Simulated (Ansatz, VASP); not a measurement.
## Mo: VASP beside Ansatz

The input INCAR:

```
  PREC = Accurate
  ENCUT = 520
  EDIFF = 1E-6
  ISMEAR = -1
  SIGMA = 0.05
  LREAL = False
  LASPH = True
  NELM = 60
  ALGO = Normal
  ISIF = 2
  LWAVE = False
  LCHARG = False
  NBANDS = 13
```

Contents of KPOINTS:

```
Automatic mesh
0
Gamma
  17 17 17
```

POSCAR

```
Mo
1.0
    2.3516857150      0.0000000000      0.0000000000
    0.0000000000      2.3516857150      0.0000000000
    0.0000000000      0.0000000000      2.3516857150
Mo
1
Direct
    0.0000000000      0.0000000000      0.0000000000
```

Input for Ansatz:

```yaml
crystal:
  lattice:
    - [2.351685715, 0.0, 0.0]
    - [0.0, 2.351685715, 0.0]
    - [0.0, 0.0, 2.351685715]
  atoms:
    - { symbol: Mo, position: [0.0, 0.0, 0.0] }
kpoints:
  mp_grid: { grid: [17, 17, 17] }
  band_path:
    path:
      - [0.0, 0.0, 0.0]
      - [0.0, 0.5, 0.0]
      - [0.5, 0.5, 0.0]
      - [0.0, 0.0, 0.0]
      - [0.5, 0.5, 0.5]
      - [0.0, 0.5, 0.0]
      - [0.5, 0.5, 0.5]
      - [0.5, 0.5, 0.0]
    npoints: 8
scf:
  occupations: { method: fermi_dirac, width: 0.05 }
hamiltonian:
  xc: lda
  pseudopotentials: { kind: all_electron, lapw: { basis_error: 0.001 } }
output:
  forces: true
  stress: true
  eigenvalues: true
  populations: true
  dos: { projected: true, de: 0.2, e_range: [-14, 8] }
```

Change from the starting cell: volume scaled by 0.78, LAPW.

Alike in both runs: task single point; functional LDA; k mesh 17 × 17 × 17; occupations fermi-dirac, width 0.05 eV; no spin polarisation.

|  | VASP | Ansatz |
| --- | --- | --- |
| version | VASP 6.6.1 | Ansatz 0.2.0 |
| potentials or method | VASP PAW LDA potentials, release 64 (Mo_sv), cutoff 520 eV | all-electron LAPW, scalar-relativistic |

|  | VASP | Ansatz | Ansatz less VASP |
| --- | --- | --- | --- |
| pressure (GPa) | 93.4 | 90.9 | -2.47 |

LDA's correlation is that of Perdew and Zunger in VASP and of Perdew and Wang (1992) in Ansatz. Both programs put the cell under a high pressure, so it lies far from rest at this level. Ansatz ran all-electron here, and VASP with PAW potentials.

Noted on VASP's run: the cell as given lies far from equilibrium.
